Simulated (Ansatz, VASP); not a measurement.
**Two plane-wave programs on Ag**

```xyz
2
Lattice="3.1644 0.0000 0.0000 -1.5822 2.7404 0.0000 0.0000 0.0000 4.9816" Properties=species:S:1:pos:R:3 pbc="T T T"
Ag    0.0000    1.8270    1.2454
Ag    1.5822    0.9135    3.7362
```

Change from the starting cell: strain +0.080 along x and y, +0.040 along z, atoms carried along.

Alike in both runs: task single point; functional r2SCAN; k mesh 18 × 18 × 10; occupations gaussian, width 0.15 eV; no spin polarisation.

```csv
,VASP,Ansatz
version,VASP 6.6.1,Ansatz 0.2.0
potentials or method,"VASP PAW PBE potentials, release 64 (Ag), cutoff 520 eV","scalar-relativistic, plane waves, PAW"
valence electrons in the cell,22,38
```

|  | VASP | Ansatz | Ansatz less VASP |
| --- | --- | --- | --- |
| gap on the k mesh at the Fermi level (eV) | none | none | - |
| pressure (GPa) | -12.0 | -12.0 | +0.05 |
| traceless stress, the component that is largest in VASP (GPa) | 0.76 | 0.76 | -0.005 |

VASP's potentials were made for PBE, not for r2SCAN. A gap of «none» marks a metal or a gap that the smearing closes. With one functional, cell and mesh, what is left measures potentials, basis and numerics. VASP's potentials hold 22 valence electrons a cell and Ansatz's 38, so a difference there can come from the potentials and not from the codes.
